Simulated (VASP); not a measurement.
Runs of VASP 6.6.1 on Ga. The structure is that of space group Fm-3m (No. 225), or close to it. The cells are those of the table. 

```tsv
cell	k mesh	gap on the mesh (eV)	pressure (GPa)
a = 2.930 Å, angles 60.0°, 1 atom	15 × 15 × 15	none	-0.3
a = 2.968 Å, angles 60.0°, 1 atom	15 × 15 × 15	none	(b)
a = 3.006 Å, angles 60.0°, 1 atom	15 × 15 × 15	none	-4.1
a = 2.930 Å, angles 60.0°, 1 atom	21 × 21 × 21	none	(a)
a = 3.043 Å, angles 60.0°, 1 atom	15 × 15 × 15	none	-5.4
```

Alike in all rows: task single point; level PBEsol; potentials or basis VASP PAW PBE potentials, release 64 (Ga_d); no spin polarisation; cutoff (eV) 520; smearing fermi-dirac 0.1 eV.

Q: Estimate the missing entries.

A: (a) -0.2; (b) -2.4.

Caveats: the PAW data sets were made with another functional, which shifts forces and pressure a little.

A k mesh can miss the band edges, and the runs leave out spin-orbit coupling on Ga.

A gap of «none» marks levels without a gap at the run's occupations.
